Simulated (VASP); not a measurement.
Set up this calculation in VASP 6.6.1, as the native input.

- Task: relaxation of volume and atoms at fixed shape
- Functional: PBE
- Potentials or basis: VASP PAW PBE potentials, release 64 (Al, Ru_pv)
- Cutoff: 600 eV
- k mesh: 4 × 4 × 4
- Occupations: gaussian, width 0.1 eV
- Spin: no spin polarisation
- Dipole correction: no
- Further INCAR settings: ALGO = Normal; EDIFF = 1e-06; IBRION = 2; EDIFFG = -0.02; NSW = 50; ISIF = 8

The structure of AlRu lies in POSCAR:

```
AlRu
1.0
    2.9824954400      0.0000000000      0.0000000000
    0.0000000000      2.9824954400      0.0000000000
    0.0000000000      0.0000000000      2.9824954400
Al Ru
1 1
Direct
    0.0000000000      0.0000000000      0.0000000000
    0.5167644850      0.5000000000      0.5000000000
```

One way to write it, as run:

INCAR

```
PREC = Accurate
ENCUT = 600
EDIFF = 1E-6
ISMEAR = 0
SIGMA = 0.1
LREAL = False
LASPH = True
NELM = 100
ALGO = Normal
ISIF = 8
LWAVE = False
LCHARG = False
GGA = PE
IBRION = 2
NSW = 50
EDIFFG = -0.02
```

KPOINTS

```
Automatic mesh
0
Gamma
  4 4 4
```

Potentials or basis: VASP PAW PBE potentials, release 64 (Al, Ru_pv).

Command:

```sh
$ cat potpaw_PBE.64/Al/POTCAR potpaw_PBE.64/Ru_pv/POTCAR > POTCAR
$ mpirun -np 1 vasp_std > vasp.out
```

It gave:

```
Relaxed volume                         : 13.40 Å³/atom
Relaxed cell                           : a = 2.993 Å, b = 2.993 Å, c = 2.993 Å, α = 90.00°, β = 90.00°, γ = 90.00°
Space group after relaxing (to 0.05 Å) : Pm-3m (No. 221)
Energy gained by relaxing              : 5.9 meV/atom
Ionic steps                            : 5
Pressure after relaxing                : 0.1 GPa
```

Caveat: the k points lie up to 0.52 Å⁻¹ apart in the final cell.

It took 16 s on 1 thread of Intel Xeon 6975P-C, on a shared host, peak memory 0.15 GiB.
